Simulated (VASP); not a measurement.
# NaCa2 (Fd-3m) in VASP: notebook

NaCa2 is run at these levels: PBE; tasks: single point, relaxation of cell and atoms.

All numbers are computed with VASP 6.6.1; they aren't measurements. Logs are shortened: lines on timing, memory, paths and dates and some standing lists are left out, and cuts for length are marked.

## (1) The cell of the first run

It takes space group Fd-3m (No. 227, cubic). Conventional cell: a = 10.288 Å, b = 10.288 Å, c = 10.288 Å, α = 90.00°, β = 90.00°, γ = 90.00°. Na (site symmetry -43m) has 12 Ca at 4.27 Å and 4 Na at 4.45 Å within 5.6 Å. Within 4.8 Å of Ca (site symmetry -3m) lie 6 Ca at 3.64 Å and 6 Na at 4.27 Å.

## (2) Single point, PBE

INCAR

```
SYSTEM = NaCa2
PREC = Accurate
ENCUT = 520
EDIFF = 1E-7
ISMEAR = 0
SIGMA = 0.1
LREAL = .False.
LASPH = .True.
NELM = 60
ALGO = Fast
ISIF = 2
LWAVE = .False.
LCHARG = .False.
GGA = PE
NBANDS = 36
```

KPOINTS

```
regular mesh
0
Gamma
  4 4 4
  0 0 0
```

POSCAR

```
NaCa2
1.0
    0.0000000000      5.1440714800      5.1440714800
    5.1440714800      0.0000000000      5.1440714800
    5.1440714800      5.1440714800      0.0000000000
Na Ca
2 4
Direct
    0.0000000000      0.0000000000      0.0000000000
    0.2500000000      0.2500000000      0.2500000000
    0.6250000000      0.6250000000      0.6250000000
    0.1250000000      0.6250000000      0.6250000000
    0.6250000000      0.6250000000      0.1250000000
    0.6250000000      0.1250000000      0.6250000000
```

Potentials or basis: VASP PAW PBE potentials, release 64 (Na_pv, Ca_sv).

Launch:

```sh
$ cat potpaw_PBE.64/Na_pv/POTCAR potpaw_PBE.64/Ca_sv/POTCAR > POTCAR
$ mpirun -np 1 vasp_std > vasp.out
```

OUTCAR:

```text
SYSTEM = NaCa2
   PREC = Accurate
   ENCUT = 520
   EDIFF = 1E-7
   ISMEAR = 0
   LREAL = .False.
   LASPH = .True.
   NELM = 60
   ISIF = 2
   GGA = PE

 ion  position               nearest neighbor table
   1  0.000  0.000  0.000-
   2  0.250  0.250  0.250-
   3  0.625  0.625  0.625-
   4  0.125  0.625  0.625-
   5  0.625  0.625  0.125-
   6  0.625  0.125  0.625-

  LATTYP: Found a face centered cubic cell.
 ALAT       =    10.2881429600

  Lattice vectors:

 A1 = (   0.0000000000,   5.1440714800,   5.1440714800)
 A2 = (   5.1440714800,   0.0000000000,   5.1440714800)
 A3 = (   5.1440714800,   5.1440714800,   0.0000000000)

Analysis of symmetry for initial positions (statically):
=====================================================================
 Subroutine PRICEL returns:
 Original cell was already a primitive cell.

 Routine SETGRP: Setting up the symmetry group for a
 face centered cubic supercell.

 Subroutine GETGRP returns: Found 48 space group operations
 (whereof 24 operations were pure point group operations)
 out of a pool of 48 trial point group operations.

The static configuration has the point symmetry T_d .
 The point group associated with its full space group is O_h .

Analysis of symmetry for dynamics (positions and initial velocities):
=====================================================================
 Subroutine PRICEL returns:
 Original cell was already a primitive cell.

 Routine SETGRP: Setting up the symmetry group for a
 face centered cubic supercell.

 Subroutine GETGRP returns: Found 48 space group operations
 (whereof 24 operations were pure point group operations)
 out of a pool of 48 trial point group operations.

The dynamic configuration has the point symmetry T_d .
 The point group associated with its full space group is O_h .

 Subroutine INISYM returns: Found 48 space group operations
 (whereof 24 operations are pure point group operations),
 and found     1 'primitive' translations

----------------------------------------------------------------------------------------

                                     Primitive cell

  volume of cell :     272.2394

  direct lattice vectors                    reciprocal lattice vectors
     0.000000000  5.144071480  5.144071480    -0.097199271  0.097199271  0.097199271
     5.144071480  0.000000000  5.144071480     0.097199271 -0.097199271  0.097199271
     5.144071480  5.144071480  0.000000000     0.097199271  0.097199271 -0.097199271

  length of vectors
     7.274815653  7.274815653  7.274815653     0.168354077  0.168354077  0.168354077

  position of ions in fractional coordinates (direct lattice)
     0.000000000  0.000000000  0.000000000
     0.250000000  0.250000000  0.250000000
     0.625000000  0.625000000  0.625000000
     0.125000000  0.625000000  0.625000000
     0.625000000  0.625000000  0.125000000
     0.625000000  0.125000000  0.625000000

  ion indices of the primitive-cell ions
   primitive index   ion index
                 1           1
                 2           2
                 3           3
                 4           4
                 5           5
                 6           6

----------------------------------------------------------------------------------------

 KPOINTS: regular mesh

Automatic generation of k-mesh.
 Grid dimensions read from file:
 generate k-points for:    4    4    4

 Generating k-lattice:

  Cartesian coordinates                     Fractional coordinates (reciprocal lattice)
    -0.024299818  0.024299818  0.024299818     0.250000000  0.000000000  0.000000000
     0.024299818 -0.024299818  0.024299818     0.000000000  0.250000000  0.000000000
     0.024299818  0.024299818 -0.024299818     0.000000000  0.000000000  0.250000000

  Length of vectors
     0.042088519  0.042088519  0.042088519

  Shift w.r.t. Gamma in fractional coordinates (k-lattice)
     0.000000000  0.000000000  0.000000000

 Subroutine IBZKPT returns following result:
 ===========================================

 Found      8 irreducible k-points:

 Following reciprocal coordinates:
            Coordinates               Weight
  0.000000  0.000000  0.000000      1.000000
  0.250000  0.000000  0.000000      8.000000
  0.500000  0.000000  0.000000      4.000000
  0.250000  0.250000  0.000000      6.000000
  0.500000  0.250000  0.000000     24.000000
 -0.250000  0.250000  0.000000     12.000000
  0.500000  0.500000  0.000000      3.000000
 -0.250000  0.500000  0.250000      6.000000
   k-points           NKPTS =      8   k-points in BZ     NKDIM =      8   number of bands    NBANDS=     36
   number of dos      NEDOS =    301   number of ions     NIONS =      6
   total plane-waves  NPLWV = 157464
   dimension x,y,z NGX =    54 NGY =   54 NGZ =   54
   dimension x,y,z NGXF=   108 NGYF=  108 NGZF=  108
   ions per type =               2   4
   NGX,Y,Z   is equivalent  to a cutoff of  12.34, 12.34, 12.34 a.u.
   NGXF,Y,Z  is equivalent  to a cutoff of  24.68, 24.68, 24.68 a.u.
 SYSTEM =  NaCa2
   PREC   = accura    normal or accurate (medium, high low for compatibility)
   ISTART =      0    job   : 0-new  1-cont  2-samecut
   ICHARG =      2    charge: 1-file 2-atom 10-const
   ISPIN  =      1    spin polarized calculation?
   LNONCOLLINEAR =      F non collinear calculations
   LSORBIT =      F    spin-orbit coupling
   LASPH  =      T    aspherical Exc in radial PAW
   ENCUT  =  520.0 eV  38.22 Ry    6.18 a.u.  13.53 13.53 13.53*2*pi/ulx,y,z
   NELM   =     60;   NELMIN=  2; NELMDL= -5     # of ELM steps
   EDIFF  = 0.1E-06   stopping-criterion for ELM
   LREAL  =      F    real-space projection
   EDIFFG = 0.1E-05   stopping-criterion for IOM
   NSW    =      0    number of steps for IOM
   IBRION =     -1    ionic relax: 0-MD 1-quasi-New 2-CG
   NFREE  =      0    steps in history (QN), initial steepest desc. (CG)
   ISIF   =      2    stress and relaxation
   ISYM   =      2    0-nonsym 1-usesym 2-fastsym
   POTIM  = 0.5000    time-step for ionic-motion
   TEBEG  =    0.0;   TEEND  =   0.0 temperature during run
   PSTRESS=    0.0 pullay stress
   NELECT =      54.0000    total number of electrons
   NUPDOWN=      -1.0000    fix difference up-down
   EMIN   =  10.00;   EMAX   =-10.00  energy-range for DOS
   EFERMI =   0.00;   METHOD = LEGACY
   ISMEAR =     0;   SIGMA  =   0.10  broadening in eV -4-tet -1-fermi 0-gaus
   EFERMI_NEDOS =   21; number of points for ismear=-14 and -15
   IALGO  =     68    algorithm
   IMIX   =      4    mixing-type and parameters
     AMIX     =   0.40;   BMIX     =  1.00
     AMIX_MAG =   1.60;   BMIX_MAG =  1.00
  volume/ion in A,a.u.               =      45.37       306.19
  Fermi-wavevector in a.u.,A,eV,Ry     =   0.954749  1.804213 12.402325  0.911545
  Thomas-Fermi vector in A             =   2.083524
   LORBIT       =      0    0 simple, 1 ext, 2 COOP (PROOUT), +10 PAW based schemes
   GGA     = PE    functional components
   LHFCALC =     F    Hartree Fock is set to
   AEXX    =    0.0000 exact exchange contribution
   IVDW    =     0    specifies the selected vdW correction
   LEPSILON=     F    determine dielectric tensor
   LRPA    =     F    only Hartree local field effects (RPA)
 non-spin polarized calculation
 RMM-DIIS sequential band-by-band and
 Gauss-broadening in eV      SIGMA  =   0.10
  energy-cutoff  :      520.00
  volume of cell :      272.24
 maximum number of plane-waves:      7391
   NGX = 27   NGY = 27   NGZ = 27

 number of electron      53.9999984 magnetization

 Free energy of the ion-electron system (eV)
  ---------------------------------------------------
  ext. energy  EPLUGINS =         0.00000000
  ---------------------------------------------------
  free energy    TOTEN  =        -9.13815457 eV

  energy without entropy =       -9.11839235  energy(sigma->0) =       -9.12827346

 E-fermi :   0.9251     XC(G=0):  -6.9835

 val. band max:        0.8767690241   @ k =   0.2500   0.0000   0.0000
 cond. band min:       0.9364965706   @ k =   0.0000   0.0000   0.0000
 fundamental gap:      0.0597275466
 Fermi energy:         0.9250736289

 k-point     1 :       0.0000    0.0000    0.0000
  band No.  band energies     occupation
      1     -41.2598      2.00000
      2     -41.2366      2.00000
      3     -41.2366      2.00000
      4     -41.2366      2.00000
      5     -23.5495      2.00000
      6     -23.5495      2.00000
[... 28 lines left out ...]
     35       2.3982      0.00000
     36       2.3982      0.00000

 k-point     2 :       0.2500    0.0000    0.0000
  band No.  band energies     occupation
      1     -41.2574      2.00000
      2     -41.2391      2.00000
      3     -41.2366      2.00000
      4     -41.2366      2.00000
      5     -23.5496      2.00000
      6     -23.5496      2.00000
[... 28 lines left out ...]
     35       2.4428      0.00000
     36       2.4428      0.00000

 k-point     3 :       0.5000    0.0000    0.0000
  band No.  band energies     occupation
      1     -41.2540      2.00000
      2     -41.2424      2.00000
      3     -41.2366      2.00000
      4     -41.2366      2.00000
      5     -23.5497      2.00000
      6     -23.5497      2.00000
[... 28 lines left out ...]
     35       2.5122      0.00000
     36       2.5141      0.00000

 k-point     4 :       0.2500    0.2500    0.0000
  band No.  band energies     occupation
      1     -41.2564      2.00000
      2     -41.2400      2.00000
      3     -41.2366      2.00000
      4     -41.2366      2.00000
      5     -23.5497      2.00000
      6     -23.5496      2.00000
[... 28 lines left out ...]
     35       2.4189      0.00000
     36       2.8065      0.00000

 k-point     5 :       0.5000    0.2500    0.0000
  band No.  band energies     occupation
      1     -41.2523      2.00000
      2     -41.2441      2.00000
      3     -41.2366      2.00000
      4     -41.2366      2.00000
      5     -23.5497      2.00000
      6     -23.5497      2.00000
[... 28 lines left out ...]
     35       2.5510      0.00000
     36       2.6615      0.00000

 k-point     6 :      -0.2500    0.2500    0.0000
  band No.  band energies     occupation
      1     -41.2540      2.00000
      2     -41.2424      2.00000
      3     -41.2366      2.00000
      4     -41.2366      2.00000
      5     -23.5497      2.00000
      6     -23.5497      2.00000
[... 28 lines left out ...]
     35       2.4363      0.00000
     36       2.7742      0.00000

 k-point     7 :       0.5000    0.5000    0.0000
  band No.  band energies     occupation
      1     -41.2482      2.00000
      2     -41.2482      2.00000
      3     -41.2366      2.00000
      4     -41.2366      2.00000
      5     -23.5498      2.00000
      6     -23.5498      2.00000
[... 28 lines left out ...]
     35       2.7328      0.00000
     36       2.7337      0.00000

 k-point     8 :      -0.2500    0.5000    0.2500
  band No.  band energies     occupation
      1     -41.2482      2.00000
      2     -41.2482      2.00000
      3     -41.2366      2.00000
      4     -41.2366      2.00000
      5     -23.5498      2.00000
      6     -23.5498      2.00000
[... 28 lines left out ...]
     35       2.5235      0.00000
     36       2.5239      0.00000

------------------------ aborting loop because EDIFF is reached ----------------------------------------

  FORCE on cell =-STRESS in cart. coord.  units (eV):
  Direction    XX          YY          ZZ          XY          YZ          ZX
  --------------------------------------------------------------------------------------
  -------------------------------------------------------------------------------------
  Total        0.6222021      0.6222021      0.6222021      0.0000000      0.0000000     -0.0000000
  in kB        3.6617703      3.6617703      3.6617703      0.0000000      0.0000000     -0.0000000
  external PRESSURE =       3.6617703 kB  Pullay stress =       0.0000000 kB

 VOLUME and BASIS-vectors are now :
 -----------------------------------------------------------------------------
  energy-cutoff  :      520.00
  volume of cell :      272.24
      direct lattice vectors                 reciprocal lattice vectors
     0.000000000  5.144071480  5.144071480    -0.097199271  0.097199271  0.097199271
     5.144071480  0.000000000  5.144071480     0.097199271 -0.097199271  0.097199271
     5.144071480  5.144071480  0.000000000     0.097199271  0.097199271 -0.097199271

 POSITION                                       TOTAL-FORCE (eV/Angst)
 -----------------------------------------------------------------------------------
      0.00000      0.00000      0.00000         0.000000      0.000000      0.000000
      2.57204      2.57204      2.57204        -0.000000     -0.000000     -0.000000
      6.43009      6.43009      6.43009        -0.000000     -0.000000      0.000000
      6.43009      3.85805      3.85805        -0.000000     -0.000000      0.000000
      3.85805      3.85805      6.43009        -0.000000     -0.000000      0.000000
      3.85805      6.43009      3.85805        -0.000000     -0.000000      0.000000
 -----------------------------------------------------------------------------------
    total drift:                               -0.000000      0.000000      0.000000

  FREE ENERGIE OF THE ION-ELECTRON SYSTEM (eV)
  ---------------------------------------------------
  free  energy   TOTEN  =        -9.1381545724 eV

  energy  without entropy=       -9.1183923471  energy(sigma->0) =       -9.12827346
```

Wall time 14 min (1 thread of Intel Xeon 8259CL, shared host); peak memory 0.43 GiB.

Results:

```
Free energy            : -9.1382 eV
Pressure               : 0.4 GPa
Band gap on the k mesh : zero (bands 27 and 28 overlap by 0.99 eV)
```

Levels at points of the mesh, in eV from the Fermi level:
```tsv
k point	band 23	band 24	band 25	band 26	band 27	band 28	band 29	band 30	band 31	band 32
(0.00, 0.00, 0.00)	-3.55	-0.58	0.01	0.01	0.01	0.42	0.42	0.42	0.46	0.84
(0.50, 0.00, 0.00)	-2.68	-2.07	-0.12	-0.10	-0.09	-0.09	0.41	0.41	0.53	1.27
(0.50, 0.50, 0.00)	-2.10	-2.10	-0.67	-0.67	-0.60	-0.60	0.95	0.95	1.04	1.04
```

(Part 1 of 2 ends here.)

The gap in the log of VASP goes by the Fermi energy; the results here count the filled bands.